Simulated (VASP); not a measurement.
# GaAsSe3 (Pm-3m) in VASP: a series of runs

The runs below take GaAsSe3 through single point, with PBE.

Everything below comes from runs of VASP 6.6.1. Logs are shortened: lines on timing, memory, paths and dates and some standing lists are left out, and cuts for length are marked.

## Step 1: The cell of the first run

The structure is cubic, space group Pm-3m (No. 221). The conventional cell has a = 4.945 Å, b = 4.945 Å, c = 4.945 Å, α = 90.00°, β = 90.00°, γ = 90.00°. Ga (site symmetry m-3m) has 6 Se at 2.47 Å within 3.3 Å. As (site symmetry m-3m) has 12 Se at 3.50 Å and 8 Ga at 4.28 Å within 4.6 Å. Se (site symmetry 4/mmm) has 2 Ga at 2.47 Å within 3.3 Å.

## Step 2: Single point, PBE

The input, INCAR:

```
SYSTEM = GaAsSe3
PREC = Accurate
ENCUT = 500
EDIFF = 1E-6
ISMEAR = 0
SIGMA = 0.15
LREAL = .FALSE.
LASPH = .TRUE.
NELM = 120
ALGO = Normal
ISIF = 2
LWAVE = .FALSE.
LCHARG = .FALSE.
GGA = PE
NBANDS = 26
GGA_COMPAT = .FALSE.
```

The input, KPOINTS:

```
Automatic mesh
0
G
  3 3 3
  0 0 0
```

The input, POSCAR:

```
GaAsSe3
1.0
    4.9447781174      0.0000000000      0.0000000000
    0.0000000000      4.9447781174      0.0000000000
    0.0000000000      0.0000000000      4.9447781174
Ga As Se
1 1 3
Direct
    0.0000000000      0.0000000000      0.0000000000
    0.5000000000      0.5000000000      0.5000000000
    0.5000000000      0.0000000000      0.0000000000
    0.0000000000      0.5000000000      0.0000000000
    0.0000000000      0.0000000000      0.5000000000
```

Potentials or basis: VASP PAW PBE potentials, release 64 (Ga_d, As, Se).

The run is started by

```
> cat potpaw_PBE.64/Ga_d/POTCAR potpaw_PBE.64/As/POTCAR potpaw_PBE.64/Se/POTCAR > POTCAR
> mpirun -np 1 vasp_std > vasp.out
```

OUTCAR:

```text
SYSTEM = GaAsSe3
   PREC = Accurate
   ENCUT = 500
   EDIFF = 1E-6
   ISMEAR = 0
   LREAL = .FALSE.
   LASPH = .TRUE.
   NELM = 120
   ISIF = 2
   GGA = PE

 ion  position               nearest neighbor table
   1  0.000  0.000  0.000-   3 2.47   4 2.47   5 2.47   5 2.47   4 2.47   3 2.47
   2  0.500  0.500  0.500-
   3  0.500  0.000  0.000-   1 2.47   1 2.47
   4  0.000  0.500  0.000-   1 2.47   1 2.47
   5  0.000  0.000  0.500-   1 2.47   1 2.47

  LATTYP: Found a simple cubic cell.
 ALAT       =     4.9447781174

  Lattice vectors:

 A1 = (   4.9447781174,   0.0000000000,   0.0000000000)
 A2 = (   0.0000000000,   4.9447781174,   0.0000000000)
 A3 = (   0.0000000000,   0.0000000000,   4.9447781174)

Analysis of symmetry for initial positions (statically):
=====================================================================
 Subroutine PRICEL returns:
 Original cell was already a primitive cell.

 Routine SETGRP: Setting up the symmetry group for a
 simple cubic supercell.

 Subroutine GETGRP returns: Found 48 space group operations
 (whereof 48 operations were pure point group operations)
 out of a pool of 48 trial point group operations.

The static configuration has the point symmetry O_h .

Analysis of symmetry for dynamics (positions and initial velocities):
=====================================================================
 Subroutine PRICEL returns:
 Original cell was already a primitive cell.

 Routine SETGRP: Setting up the symmetry group for a
 simple cubic supercell.

 Subroutine GETGRP returns: Found 48 space group operations
 (whereof 48 operations were pure point group operations)
 out of a pool of 48 trial point group operations.

The dynamic configuration has the point symmetry O_h .

 Subroutine INISYM returns: Found 48 space group operations
 (whereof 48 operations are pure point group operations),
 and found     1 'primitive' translations

----------------------------------------------------------------------------------------

                                     Primitive cell

  volume of cell :     120.9039

  direct lattice vectors                    reciprocal lattice vectors
     4.944778117  0.000000000  0.000000000     0.202233543  0.000000000  0.000000000
     0.000000000  4.944778117  0.000000000     0.000000000  0.202233543  0.000000000
     0.000000000  0.000000000  4.944778117     0.000000000  0.000000000  0.202233543

  length of vectors
     4.944778117  4.944778117  4.944778117     0.202233543  0.202233543  0.202233543

  position of ions in fractional coordinates (direct lattice)
     0.000000000  0.000000000  0.000000000
     0.500000000  0.500000000  0.500000000
     0.500000000  0.000000000  0.000000000
     0.000000000  0.500000000  0.000000000
     0.000000000  0.000000000  0.500000000

  ion indices of the primitive-cell ions
   primitive index   ion index
                 1           1
                 2           2
                 3           3
                 4           4
                 5           5

----------------------------------------------------------------------------------------

 KPOINTS: Automatic mesh

Automatic generation of k-mesh.
 Grid dimensions read from file:
 generate k-points for:    3    3    3

 Generating k-lattice:

  Cartesian coordinates                     Fractional coordinates (reciprocal lattice)
     0.067411181  0.000000000  0.000000000     0.333333333  0.000000000  0.000000000
     0.000000000  0.067411181  0.000000000     0.000000000  0.333333333  0.000000000
     0.000000000  0.000000000  0.067411181     0.000000000  0.000000000  0.333333333

  Length of vectors
     0.067411181  0.067411181  0.067411181

  Shift w.r.t. Gamma in fractional coordinates (k-lattice)
     0.000000000  0.000000000  0.000000000

 Subroutine IBZKPT returns following result:
 ===========================================

 Found      4 irreducible k-points:

 Following reciprocal coordinates:
            Coordinates               Weight
  0.000000  0.000000  0.000000      1.000000
  0.333333  0.000000  0.000000      6.000000
  0.333333  0.333333  0.000000     12.000000
  0.333333  0.333333  0.333333      8.000000
   k-points           NKPTS =      4   k-points in BZ     NKDIM =      4   number of bands    NBANDS=     26
   number of dos      NEDOS =    301   number of ions     NIONS =      5
   total plane-waves  NPLWV =  46656
   dimension x,y,z NGX =    36 NGY =   36 NGZ =   36
   dimension x,y,z NGXF=    72 NGYF=   72 NGZF=   72
   ions per type =               1   1   3
   NGX,Y,Z   is equivalent  to a cutoff of  12.10, 12.10, 12.10 a.u.
   NGXF,Y,Z  is equivalent  to a cutoff of  24.21, 24.21, 24.21 a.u.
 SYSTEM =  GaAsSe3
   PREC   = accura    normal or accurate (medium, high low for compatibility)
   ISTART =      0    job   : 0-new  1-cont  2-samecut
   ICHARG =      2    charge: 1-file 2-atom 10-const
   ISPIN  =      1    spin polarized calculation?
   LNONCOLLINEAR =      F non collinear calculations
   LSORBIT =      F    spin-orbit coupling
   LASPH  =      T    aspherical Exc in radial PAW
   ENCUT  =  500.0 eV  36.75 Ry    6.06 a.u.   9.02  9.02  9.02*2*pi/ulx,y,z
   NELM   =    120;   NELMIN=  2; NELMDL= -5     # of ELM steps
   EDIFF  = 0.1E-05   stopping-criterion for ELM
   LREAL  =      F    real-space projection
   EDIFFG = 0.1E-04   stopping-criterion for IOM
   NSW    =      0    number of steps for IOM
   IBRION =     -1    ionic relax: 0-MD 1-quasi-New 2-CG
   NFREE  =      0    steps in history (QN), initial steepest desc. (CG)
   ISIF   =      2    stress and relaxation
   ISYM   =      2    0-nonsym 1-usesym 2-fastsym
   POTIM  = 0.5000    time-step for ionic-motion
   TEBEG  =    0.0;   TEEND  =   0.0 temperature during run
   PSTRESS=    0.0 pullay stress
   NELECT =      36.0000    total number of electrons
   NUPDOWN=      -1.0000    fix difference up-down
   EMIN   =  10.00;   EMAX   =-10.00  energy-range for DOS
   EFERMI =   0.00;   METHOD = LEGACY
   ISMEAR =     0;   SIGMA  =   0.15  broadening in eV -4-tet -1-fermi 0-gaus
   EFERMI_NEDOS =   21; number of points for ismear=-14 and -15
   IALGO  =     38    algorithm
   IMIX   =      4    mixing-type and parameters
     AMIX     =   0.40;   BMIX     =  1.00
     AMIX_MAG =   1.60;   BMIX_MAG =  1.00
  volume/ion in A,a.u.               =      24.18       163.18
  Fermi-wavevector in a.u.,A,eV,Ry     =   1.093190  2.065829 16.259828  1.195064
  Thomas-Fermi vector in A             =   2.229470
   LORBIT       =      0    0 simple, 1 ext, 2 COOP (PROOUT), +10 PAW based schemes
   GGA     = PE    functional components
   LHFCALC =     F    Hartree Fock is set to
   AEXX    =    0.0000 exact exchange contribution
   IVDW    =     0    specifies the selected vdW correction
   LEPSILON=     F    determine dielectric tensor
   LRPA    =     F    only Hartree local field effects (RPA)
 non-spin polarized calculation
 Gauss-broadening in eV      SIGMA  =   0.15
  energy-cutoff  :      500.00
  volume of cell :      120.90
 maximum number of plane-waves:      3085
   NGX = 19   NGY = 19   NGZ = 19

 number of electron      36.0000016 magnetization

 Free energy of the ion-electron system (eV)
  ---------------------------------------------------
  ext. energy  EPLUGINS =         0.00000000
  ---------------------------------------------------
  free energy    TOTEN  =       -15.12649847 eV

  energy without entropy =      -14.93632340  energy(sigma->0) =      -15.03141093

 E-fermi :   3.3042     XC(G=0):  -9.6001

 val. band max:        3.2978041497   @ k =   0.3333   0.3333   0.0000
 cond. band min:       3.4125292676   @ k =   0.3333   0.3333   0.0000
 fundamental gap:      0.1147251179
 Fermi energy:         3.3042386102

 k-point     1 :       0.0000    0.0000    0.0000
  band No.  band energies     occupation
      1     -11.9796      2.00000
      2     -11.9796      2.00000
      3     -11.6826      2.00000
      4     -11.6826      2.00000
      5     -11.6826      2.00000
      6     -11.0409      2.00000
      7      -8.2405      2.00000
      8      -8.2405      2.00000
      9      -6.5382      2.00000
     10      -1.9331      2.00000
     11      -1.9331      2.00000
     12      -1.9331      2.00000
     13       1.0215      2.00000
     14       1.8169      2.00000
     15       1.8169      2.00000
     16       1.8169      2.00000
     17       2.4229      2.00000
     18       2.4229      2.00000
     19       2.4229      2.00000
     20       4.9357      0.00000
     21       4.9357      0.00000
     22       4.9357      0.00000
     23       8.5535      0.00000
     24       8.5535      0.00000
     25       8.8119      0.00000
     26       8.8119      0.00000

 k-point     2 :       0.3333    0.0000    0.0000
  band No.  band energies     occupation
      1     -11.9786      2.00000
      2     -11.9234      2.00000
      3     -11.6858      2.00000
      4     -11.6858      2.00000
      5     -11.6825      2.00000
      6     -10.6047      2.00000
      7      -9.0831      2.00000
      8      -8.2201      2.00000
      9      -6.6252      2.00000
     10      -1.8191      2.00000
     11      -1.5896      2.00000
     12      -1.5896      2.00000
     13       0.9231      2.00000
     14       1.1327      2.00000
     15       1.1327      2.00000
     16       1.9559      2.00000
     17       2.5001      2.00000
     18       2.5001      2.00000
     19       3.2892      1.11260
     20       4.2957      0.00000
     21       4.2957      0.00000
     22       4.5821      0.00000
     23       9.3537      0.00000
     24       9.7879      0.00000
     25      10.3972      0.00000
     26      10.4020      0.00000

 k-point     3 :       0.3333    0.3333    0.0000
  band No.  band energies     occupation
      1     -11.9550      2.00000
      2     -11.8682      2.00000
      3     -11.6894      2.00000
      4     -11.6857      2.00000
      5     -11.6857      2.00000
      6     -10.2162      2.00000
      7      -9.1268      2.00000
      8      -8.7713      2.00000
      9      -6.7566      2.00000
     10      -3.2504      2.00000
     11      -1.2723      2.00000
     12       0.1967      2.00000
     13       0.3701      2.00000
     14       1.2870      2.00000
     15       1.4372      2.00000
     16       1.7478      2.00000
     17       1.9008      2.00000
     18       3.2218      1.56316
     19       3.2978      1.04837
     20       3.4125      0.30727
     21       4.6812      0.00000
     22       5.5758      0.00000
     23       9.4964      0.00000
     24       9.9719      0.00000
     25      10.5782      0.00000
     26      11.3418      0.00000

 k-point     4 :       0.3333    0.3333    0.3333
  band No.  band energies     occupation
      1     -11.8676      2.00000
      2     -11.8676      2.00000
      3     -11.6893      2.00000
      4     -11.6891      2.00000
      5     -11.6891      2.00000
      6      -9.8994      2.00000
      7      -9.0845      2.00000
      8      -9.0845      2.00000
      9      -6.7667      2.00000
     10      -4.6768      2.00000
     11      -0.5380      2.00000
     12      -0.5380      2.00000
     13       0.0520      2.00000
     14       1.3487      2.00000
     15       1.3487      2.00000
     16       3.2838      1.15245
     17       3.2838      1.15245
     18       3.2955      1.06536
     19       3.4508      0.16709
     20       4.5935      0.00000
     21       4.5935      0.00000
     22       5.5149      0.00000
     23       8.9645      0.00000
     24       8.9645      0.00000
     25      10.1208      0.00000
     26      10.8625      0.00000

------------------------ aborting loop because EDIFF is reached ----------------------------------------

  FORCE on cell =-STRESS in cart. coord.  units (eV):
  Direction    XX          YY          ZZ          XY          YZ          ZX
  --------------------------------------------------------------------------------------
  -------------------------------------------------------------------------------------
  Total        0.4096749      0.4096749      0.4096749     -0.0000000      0.0000000     -0.0000000
  in kB        5.4288703      5.4288703      5.4288703     -0.0000000      0.0000000     -0.0000000
  external PRESSURE =       5.4288703 kB  Pullay stress =       0.0000000 kB

 VOLUME and BASIS-vectors are now :
 -----------------------------------------------------------------------------
  energy-cutoff  :      500.00
  volume of cell :      120.90
      direct lattice vectors                 reciprocal lattice vectors
     4.944778117  0.000000000  0.000000000     0.202233543  0.000000000  0.000000000
     0.000000000  4.944778117  0.000000000     0.000000000  0.202233543  0.000000000
     0.000000000  0.000000000  4.944778117     0.000000000  0.000000000  0.202233543

 POSITION                                       TOTAL-FORCE (eV/Angst)
 -----------------------------------------------------------------------------------
      0.00000      0.00000      0.00000         0.000000      0.000000      0.000000
      2.47239      2.47239      2.47239         0.000000      0.000000      0.000000
      2.47239      0.00000      0.00000         0.000000      0.000000      0.000000
      0.00000      2.47239      0.00000         0.000000      0.000000      0.000000
      0.00000      0.00000      2.47239         0.000000      0.000000      0.000000
 -----------------------------------------------------------------------------------
    total drift:                                0.000000      0.000000     -0.000000

  FREE ENERGIE OF THE ION-ELECTRON SYSTEM (eV)
  ---------------------------------------------------
  free  energy   TOTEN  =       -15.1264984719 eV

  energy  without entropy=      -14.9363233980  energy(sigma->0) =      -15.03141093
```

Run time: 27 s. Hardware: 1 thread of Intel Xeon 8259CL, shared host; peak memory 0.21 GiB.

What came out:

```
Free energy            : -15.1265 eV
Pressure               : 0.5 GPa
Band gap on the k mesh : zero (band 18 reaches 3.30 eV, above the bottom of band 19 at 2.42 eV)
```

Caveat: the k points lie up to 0.42 Å⁻¹ apart.

## Step 3: Single point, PBE

This run uses another cell than the first one, of 24.57 Å³/atom, 1.016 times its volume.

INCAR is that of step 2.

The input, KPOINTS:

```
regular mesh
0
G
  3 3 3
  0 0 0
```

The input, POSCAR:

```
GaAsSe3
1.0
    4.9712632845      0.0000000000      0.0000000000
    0.0000000000      4.9712632845      0.0000000000
    0.0000000000      0.0000000000      4.9712632845
Ga As Se
1 1 3
Direct
    0.5000000000      0.5000000000      0.5000000000
    0.0000000000      0.0000000000      0.0000000000
    0.5000000000      0.5000000000      0.0000000000
    0.5000000000      0.0000000000      0.5000000000
    0.0000000000      0.5000000000      0.5000000000
```

Potentials or basis: VASP PAW PBE potentials, release 64 (Ga_d, As, Se).

The run is started by

```
> cat potpaw_PBE.64/Ga_d/POTCAR potpaw_PBE.64/As/POTCAR potpaw_PBE.64/Se/POTCAR > POTCAR
> mpirun -np 1 vasp_std > vasp.out
```

Wall time 31 s (1 thread of Intel Xeon 8259CL, shared host); peak memory 0.2 GiB.

It converged, with:

```yaml
Free_energy: -15.1281 eV
Pressure: -0.3 GPa
Band_gap_on_the_k_mesh: zero (band 18 reaches 3.15 eV, above the bottom of band 19 at 2.29 eV)
```

Levels at points of the mesh, in eV from the Fermi level:
| k point | band 15 | band 16 | band 17 | band 18 | band 19 | band 20 | band 21 | band 22 | band 23 | band 24 |
| --- | --- | --- | --- | --- | --- | --- | --- | --- | --- | --- |
| (0.00, 0.00, 0.00) | -1.46 | -1.46 | -0.86 | -0.86 | -0.86 | 1.59 | 1.59 | 1.59 | 5.28 | 5.28 |

Caveat: the k points lie up to 0.42 Å⁻¹ apart.

## Step 4: Single point, PBE

This run uses another cell than the first one, of 26.52 Å³/atom, 1.097 times its volume.

The input, INCAR:

```
SYSTEM = GaAsSe3
ALGO = Normal ; EDIFF = 1E-6
ENCUT = 500 ; GGA = PE
GGA_COMPAT = .False. ; ISIF = 2
ISMEAR = 0 ; LASPH = .True.
LCHARG = .False. ; LREAL = .False.
LWAVE = .False. ; NBANDS = 26
NELM = 120 ; PREC = Accurate
SIGMA = 0.15
```

The input, KPOINTS:

```
k-points
0
Gamma
  3 3 3
  0 0 0
```

The input, POSCAR:

```
GaAsSe3
1.0
    5.0996237092      0.0000000000      0.0000000000
    0.0000000000      5.0996237092      0.0000000000
    0.0000000000      0.0000000000      5.0996237092
Ga As Se
1 1 3
Direct
    0.0000000000      0.0000000000      0.0000000000
    0.5000000000      0.5000000000      0.5000000000
    0.0000000000      0.5000000000      0.5000000000
    0.5000000000      0.5000000000      0.0000000000
    0.5000000000      0.0000000000      0.5000000000
```

The run is started by

```
> cat potpaw_PBE.64/Ga_d/POTCAR potpaw_PBE.64/As/POTCAR potpaw_PBE.64/Se/POTCAR > POTCAR
> mpirun -np 1 vasp_std > vasp.out
```

Run time: 26 s. Hardware: 1 thread of Intel Xeon 8259CL, shared host; peak memory 0.24 GiB.

It converged, with:

* Free energy: -17.0720 eV
* Pressure: 0.4 GPa
* Band gap on the k mesh: zero (band 18 reaches 2.51 eV, above the bottom of band 19 at 1.74 eV)

Levels at points of the mesh, in eV from the Fermi level:
```
           k point  band 14  band 15  band 16  band 17  band 18  band 19  band 20  band 21  band 22  band 23
(0.00, 0.00, 0.00)    -0.96    -0.96    -0.96    -0.75    -0.75    -0.75     4.49     4.49     4.49     5.31
```

Caveat: the k points lie up to 0.41 Å⁻¹ apart.

## Step 5: Overview

```tsv
cell	gap on the mesh (eV)	pressure (GPa)
a = 4.945 Å, 5 atoms	none	0.5
a = 4.971 Å, 5 atoms	none	-0.3
a = 5.100 Å, 5 atoms	none	0.4
```

Alike in all rows: task single point; level PBE; potentials or basis VASP PAW PBE potentials, release 64 (Ga_d, As, Se); no spin polarisation; k mesh 3 × 3 × 3; cutoff (eV) 500; smearing gaussian 0.15 eV.

Caveats: all runs use coarse meshes.

Absolute energies hang on the potentials; compare differences alone.
